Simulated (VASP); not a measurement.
Runs of VASP 6.6.1 on PdRu3Pt. The structure is that of space group Pm-3m (No. 221), or close to it. The cells are those of the table. 

| task | spin | cell | k mesh | cutoff (eV) | gap on the mesh (eV) | pressure (GPa) | moment (μB) | relaxed volume (Å³/atom) |
| --- | --- | --- | --- | --- | --- | --- | --- | --- |
| relaxation of cell and atoms | off | relaxed from a = 3.860 Å, 5 atoms | 4 × 4 × 4 | 600 | none | 0.3 | - | 20.44 |
| relaxation of cell and atoms | collinear, ferromagnetic start | relaxed from a = 4.684 Å, 5 atoms | 8 × 8 × 8 | 600 | none | 0.0 | 5.49 | (b) |
| single point | off | a = 3.860 Å, 5 atoms | 4 × 4 × 4 | 520 | none | (a) | - | - |
| single point | collinear, ferromagnetic start | a = 4.684 Å, 5 atoms | 4 × 4 × 4 | 520 | none | 1.7 | 3.79 | - |
| single point | off | a = 4.684 Å, 5 atoms | 4 × 4 × 4 | 520 | none | -0.1 | - | - |

Alike in all rows: level PBE; potentials or basis VASP PAW PBE potentials, release 64 (Ru_pv, Pd, Pt); smearing gaussian 0.1 eV.

Q: Estimate the missing entries.

A: (a) 295.6; (b) 21.29.

Caveats: some runs use coarse meshes; spin-orbit coupling is left out, which moves the levels of the heavy elements; the volume moved by over 15 % at a fixed basis, so the end points are rough (some runs).

A k mesh can miss the band edges, and the runs leave out spin-orbit coupling on Pd, Pt, Ru.

A gap of «none» marks levels without a gap at the run's occupations.
